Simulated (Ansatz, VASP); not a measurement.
## Two plane-wave programs on MgI2

POSCAR

```
MgI2
1.0
    4.1400000000      0.0000000000      0.0000000000
   -2.0700000000      3.5853451717      0.0000000000
    0.0000000000      0.0000000000      6.8800000000
I Mg
2 1
Direct
    0.6666666667      0.3333333333      0.7500000000
    0.3333333333      0.6666666667      0.2500000000
    0.0000000000      0.0000000000      0.0000000000
```

INCAR.step1

```
PREC     = Accurate       # precision mode
ENCUT    = 520            # plane-wave cutoff, eV
ISMEAR   = -1             # smearing method
SIGMA    = 0.05           # smearing width, eV
LREAL    = F              # projectors in reciprocal space
LASPH    = T              # aspherical terms in the spheres
NELM     = 100            # most SCF steps
NBANDS   = 15             # bands
GGA      = PE             # functional
ALGO     = Normal         # electronic algorithm
EDIFF    = 1E-4           # SCF threshold, eV
LWAVE    = T              # write WAVECAR
LCHARG   = F              # write CHGCAR
```

INCAR.step2

```
PREC     = Accurate       # precision mode
ENCUT    = 520            # plane-wave cutoff, eV
EDIFF    = 1E-7           # SCF threshold, eV
ISMEAR   = -1             # smearing method
SIGMA    = 0.05           # smearing width, eV
LREAL    = F              # projectors in reciprocal space
LASPH    = T              # aspherical terms in the spheres
NELM     = 100            # most SCF steps
ALGO     = Normal         # electronic algorithm
ISIF     = 2              # what is computed and relaxed
LWAVE    = F              # write WAVECAR
LCHARG   = T              # write CHGCAR
METAGGA  = R2SCAN         # meta-GGA
LMIXTAU  = T            
LELF     = T              # ELF
LVHAR    = T            
NBANDS   = 15             # bands
ISTART   = 1
```

The input KPOINTS:

```
Automatic mesh
0
Gamma
  8 8 4
```

File input.yaml:

```yaml
crystal:
  lattice:
    - [4.14, 0.0, 0.0]
    - [-2.07, 3.5853451717, 0.0]
    - [0.0, 0.0, 6.88]
  atoms:
    - { symbol: I, position: [0.6666666667, 0.3333333333, 0.75] }
    - { symbol: I, position: [0.3333333333, 0.6666666667, 0.25] }
    - { symbol: Mg, position: [0.0, 0.0, 0.0] }
hamiltonian:
  xc: r2scan
  pseudopotentials: { kind: paw }
kpoints:
  mp_grid: { grid: [8, 8, 4] }
  band_path:
    path:
      - [[0.0, 0.0, 0.0], [0.5, 0.0, 0.0], [0.3333333333, 0.3333333333, 0.0], [0.0, 0.0, 0.0], [0.0, 0.0, 0.5], [0.5, 0.0, 0.5], [0.3333333333, 0.3333333333, 0.5], [0.0, 0.0, 0.5]]
      - [[0.5, 0.0, 0.5], [0.5, 0.0, 0.0]]
      - [[0.3333333333, 0.3333333333, 0.0], [0.3333333333, 0.3333333333, 0.5]]
    npoints: 14
scf:
  occupations: { method: fermi_dirac, width: 0.05 }
  n_extra_bands: 7
output:
  forces: true
  stress: true
  eigenvalues: true
  fatbands: false
```

Alike in both runs: functional r2SCAN; k mesh 8 × 8 × 4; occupations fermi-dirac, width 0.05 eV; no spin polarisation.

```csv
,VASP,Ansatz
version,VASP 6.6.1,Ansatz 0.2.0
potentials or method,"VASP PAW PBE potentials, release 64 (I, Mg)",Ansatz PAW
plane-wave cutoff (eV),520,500
valence electrons in the cell,16,44
task,single point,band structure
```

|  | VASP | Ansatz | Ansatz less VASP |
| --- | --- | --- | --- |
| gap on the k mesh at the Fermi level (eV) | 4.09 | 4.12 | +0.030 |
| least direct gap on the mesh (eV) | 4.44 | 4.46 | +0.028 |
| pressure (GPa) | 0.0 | 0.1 | +0.12 |
| traceless stress, the component that is largest in VASP (GPa) | -0.52 | -0.53 | -0.003 |
| rms of the force components (eV/Å) | 0.150 | 0.141 | -0.0085 |

VASP's potentials were made for PBE, not for r2SCAN. Atom by atom the forces differ by 0.009 eV/Å (rms over components). VASP's potentials hold 16 valence electrons a cell and Ansatz's 44, so a difference there can come from the potentials and not from the codes.

Spin-orbit coupling is off throughout.
